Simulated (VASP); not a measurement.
# MgO2 (R-3m) in VASP: a series of runs, part 2 of 2

VASP 6.6.1.

### Step 5. Single point, r2SCAN (strain -0.040 along x and y, -0.040 along z)

Input file POSCAR:

```
MgO2
1.0
    1.5405705754      0.8894488364      3.3542197199
   -1.5405705754      0.8894488364      3.3542197199
    0.0000000000     -1.7788976728      3.3542197199
Mg O
1 2
Direct
    0.0000000000      0.0000000000      0.0000000000
    0.4287860000      0.4287860000      0.4287860000
    0.5712140000      0.5712140000      0.5712140000
```

Input file INCAR.step1:

```
PREC     = Accurate       # precision mode
ENCUT    = 520            # plane-wave cutoff, eV
ISMEAR   = 0              # smearing method
SIGMA    = 0.05           # smearing width, eV
LREAL    = F              # projectors in reciprocal space
LASPH    = T              # aspherical terms in the spheres
NELM     = 100            # most SCF steps
NBANDS   = 14             # bands
GGA      = PE             # functional
ALGO     = Normal         # electronic algorithm
EDIFF    = 1E-4           # SCF threshold, eV
LWAVE    = T              # write WAVECAR
LCHARG   = F              # write CHGCAR
```

Input file INCAR.step2:

```
PREC     = Accurate       # precision mode
ENCUT    = 520            # plane-wave cutoff, eV
EDIFF    = 1E-7           # SCF threshold, eV
ISMEAR   = 0              # smearing method
SIGMA    = 0.05           # smearing width, eV
LREAL    = F              # projectors in reciprocal space
LASPH    = T              # aspherical terms in the spheres
NELM     = 100            # most SCF steps
ALGO     = Normal         # electronic algorithm
ISIF     = 2              # what is computed and relaxed
LWAVE    = F              # write WAVECAR
LCHARG   = F              # write CHGCAR
METAGGA  = R2SCAN         # meta-GGA
LMIXTAU  = T            
NBANDS   = 14             # bands
ISTART   = 1
```

Input file KPOINTS:

```
Automatic mesh
0
Gamma
  12 12 12
```

Potentials or basis: VASP PAW PBE potentials, release 64 (Mg, O).

The run is started by

```sh
$ cat potpaw_PBE.64/Mg/POTCAR potpaw_PBE.64/O/POTCAR > POTCAR
$ cp INCAR.step1 INCAR
$ mpirun -np 1 vasp_std > vasp.out
$ cp INCAR.step2 INCAR
$ mpirun -np 1 vasp_std > vasp.out
```

OUTCAR:

```text
PREC = Accurate
   ENCUT = 520
   EDIFF = 1E-7
   ISMEAR = 0
   LREAL = F
   LASPH = T
   NELM = 100
   ISIF = 2
   METAGGA = R2SCAN
   ISTART = 1

 ion  position               nearest neighbor table
   1  0.000  0.000  0.000-   3 2.02   2 2.02   3 2.02   3 2.02   2 2.02   2 2.02
   2  0.429  0.429  0.429-   3 1.43   1 2.02   1 2.02   1 2.02
   3  0.571  0.571  0.571-   2 1.43   1 2.02   1 2.02   1 2.02

  LATTYP: Found a trigonal (rhomboedric) cell.
 ALAT       =     3.7967442447
 COS(alpha) =     0.6707160928

  Lattice vectors:

 A1 = (   1.5405705754,   0.8894488364,   3.3542197199)
 A2 = (  -1.5405705754,   0.8894488364,   3.3542197199)
 A3 = (   0.0000000000,  -1.7788976728,   3.3542197199)

Analysis of symmetry for initial positions (statically):
=====================================================================
 Subroutine PRICEL returns:
 Original cell was already a primitive cell.

 Routine SETGRP: Setting up the symmetry group for a
 trigonal (rhombohedral) supercell.

 Subroutine GETGRP returns: Found 12 space group operations
[... 181 lines left out ...]
      6       2.3624      2.00000
      7       2.3624      2.00000
      8       9.1267      0.00000
      9       9.6348      0.00000
     10      17.6711      0.00000
     11      19.6332      0.00000
     12      19.6332      0.00000
     13      19.7413      0.00000
     14      22.4704      0.00000
[... 377 lines left out ...]
      1     -19.4534      2.00000
      2     -12.5440      2.00000
      3      -4.0405      2.00000
      4      -3.1493      2.00000
      5      -1.4451      2.00000
      6       1.6943      2.00000
      7       2.0394      2.00000
      8       8.9259      0.00000
      9      14.0478      0.00000
     10      15.3847      0.00000
     11      18.1935      0.00000
     12      19.8158      0.00000
     13      20.3006      0.00000
     14      22.8541      0.00000

 [... further k-points ...]

------------------------ aborting loop because EDIFF is reached ----------------------------------------

  FORCE on cell =-STRESS in cart. coord.  units (eV):
  Direction    XX          YY          ZZ          XY          YZ          ZX
  --------------------------------------------------------------------------------------
  -------------------------------------------------------------------------------------
  Total        1.6367578      1.6367578      4.0020919      0.0000000     -0.0000000      0.0000000
  in kB       95.0932468     95.0932468    232.5157181      0.0000000     -0.0000000      0.0000000
  external PRESSURE =     140.9007372 kB  Pullay stress =       0.0000000 kB

 VOLUME and BASIS-vectors are now :
 -----------------------------------------------------------------------------
  energy-cutoff  :      520.00
  volume of cell :       27.58
      direct lattice vectors                 reciprocal lattice vectors
     1.540570575  0.889448836  3.354219720     0.324555076  0.187381960  0.099377310
    -1.540570575  0.889448836  3.354219720    -0.324555076  0.187381960  0.099377310
     0.000000000 -1.778897673  3.354219720     0.000000000 -0.374763921  0.099377310

 POSITION                                       TOTAL-FORCE (eV/Angst)
 -----------------------------------------------------------------------------------
      0.00000      0.00000      0.00000        -0.000000      0.000000      0.000000
      0.00000      0.00000      4.31473         0.000000     -0.000000     -0.771559
      0.00000      0.00000      5.74793         0.000000      0.000000      0.771559
 -----------------------------------------------------------------------------------
    total drift:                               -0.000000      0.000000      0.000000

  FREE ENERGIE OF THE ION-ELECTRON SYSTEM (eV)
  ---------------------------------------------------
  free  energy   TOTEN  =       -21.4728698174 eV

  energy  without entropy=      -21.4728698174  energy(sigma->0) =      -21.47286982
```

It took 6.9 min on 1 thread of Intel Xeon 8259CL, shared host; peak memory 0.22 GiB.

What came out:

```
Free energy            : -21.4729 eV
Pressure               : 14.1 GPa
Largest force          : 0.772 eV/Å
Band gap on the k mesh : 3.74 eV
```

Forces on the atoms (eV/Å):
```
Mg   0.000  0.000  0.000
O    0.000  0.000 -0.772
O    0.000  0.000  0.772
```

Caveat: the cell differs from its parent crystal (strain -0.040 along x and y, -0.040 along z); the cell stands under pressure; the PAW data sets were made with another functional, which shifts forces and pressure a little.

### Step 6. The runs side by side

```csv
cell,gap on the mesh (eV),pressure (GPa),largest force (eV/Å)
"a = 3.888 Å, angles 44.6°, 3 atoms",2.56,18.0,1.32
"a = 3.674 Å, angles 49.6°, 3 atoms",4.32,27.8,2.77
"a = 4.014 Å, angles 43.2°, 3 atoms",1.70,8.2,1.99
"a = 3.797 Å, angles 47.9°, 3 atoms",3.74,14.1,0.77
```

Alike in all rows: task single point; level r2SCAN; potentials or basis VASP PAW PBE potentials, release 64 (Mg, O); no spin polarisation; k mesh 12 × 12 × 12; cutoff (eV) 520; smearing gaussian 0.05 eV.

Caveats: the cell stands under pressure; the PAW data sets were made with another functional, which shifts forces and pressure a little.

Total energies depend on the potentials used, so only differences within one code and one set of settings carry meaning.
